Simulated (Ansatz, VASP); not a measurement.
# One calculation of Sc, two programs

File INCAR:

```
SYSTEM = Sc
PREC     = Accurate       ! precision mode
ENCUT    = 520            ! plane-wave cutoff, eV
EDIFF    = 1E-7           ! SCF threshold, eV
ISMEAR   = -1             ! smearing method
SIGMA    = 0.1            ! smearing width, eV
LREAL    = .False.        ! projectors in reciprocal space
LASPH    = .True.         ! aspherical terms in the spheres
NELM     = 60             ! most SCF steps
ALGO     = Normal         ! electronic algorithm
ISIF     = 2              ! what is computed and relaxed
LWAVE    = .False.        ! write WAVECAR
LCHARG   = .False.        ! write CHGCAR
GGA      = CA             ! functional
NBANDS   = 18             ! bands
```

KPOINTS

```
Automatic mesh
0
Gamma
  10 10 10
  0 0 0
```

File POSCAR:

```
Sc
1.0
    0.0000000000      2.9169505485      2.9169505485
    2.9169505485      0.0000000000      2.9169505485
    2.9169505485      2.9169505485      0.0000000000
Sc
2
Direct
    0.1250000000      0.1250000000      0.1250000000
    0.8750000000      0.8750000000      0.8750000000
```

Input for Ansatz:

```yaml
crystal:
  lattice:
    - [0.0, 2.9169505485, 2.9169505485]
    - [2.9169505485, 0.0, 2.9169505485]
    - [2.9169505485, 2.9169505485, 0.0]
  atoms:
    - { symbol: Sc, position: [0.125, 0.125, 0.125] }
    - { symbol: Sc, position: [0.875, 0.875, 0.875] }
hamiltonian:
  xc: lda
  pseudopotentials:
    kind: paw
    azcp:
      Sc: "pseudopotentials/Sc.paw.azcp"
basis:
  ecutwfc: 420
  fft_grid_basis: typed
kpoints:
  mp_grid: { grid: [10, 10, 10], shift: [0, 0, 0] }
magnetization:
  spin_polarized: false
scf:
  occupations: { method: fermi_dirac, width: 0.1 }
  lower_state_search: "off"
output:
  stress: true
```

Alike in both runs: task single point; functional LDA; k mesh 10 × 10 × 10; occupations fermi-dirac, width 0.1 eV; no spin polarisation.

|  | VASP | Ansatz |
| --- | --- | --- |
| version | VASP 6.6.1 | Ansatz 0.2.0 |
| potentials or method | VASP PAW LDA potentials, release 64 (Sc_sv), cutoff 520 eV | plane waves (420 eV) with PAW, scalar-relativistic |
| valence electrons in the cell | 22 | 22 |

```tsv
	VASP	Ansatz	Ansatz less VASP
pressure (GPa)	0.6	0.5	-0.12
```

Ansatz warns that its potentials were made for another functional, while VASP's fit it. LDA's correlation is that of Perdew and Zunger in VASP and of Perdew and Wang (1992) in Ansatz.
